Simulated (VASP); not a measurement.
## As: single point with PBE

Crystal: As.

```
CELL_PARAMETERS angstrom
-1.77568 1.77568 1.77568
1.77568 -1.77568 1.77568
1.77568 1.77568 -1.77568
ATOMIC_POSITIONS crystal
As 0.00000 0.00000 0.00000
```

This cell differs from its parent crystal: Sb replaced by As, lengths x 0.914, strained.

```yaml
Program: VASP 6.6.1
Task: single point
Functional: PBE
Potentials_or_basis: VASP PAW PBE potentials, release 64 (As)
Cutoff: 520 eV
k_mesh: 16 × 16 × 16
Occupations: gaussian, width 0.1 eV
Spin: no spin polarisation
```

```yaml
Pressure: -9.5 GPa
```

Levels at points of the mesh, in eV from the Fermi level:
```
           k point  band 1  band 2  band 3  band 4  band 5
(0.00, 0.00, 0.00)  -13.70    4.72    4.72    4.72   11.93
(0.50, 0.00, 0.00)  -10.01   -5.37    1.58    3.65    7.21
(0.50, 0.50, 0.50)   -7.37   -1.83   -1.83   -1.83    4.16
```

Run time: 33 s on 1 thread of AMD EPYC 7R13, on a shared host, peak memory 0.12 GiB.

Caveat: the cell differs from its parent crystal (Sb replaced by As, lengths x 0.914, strained).
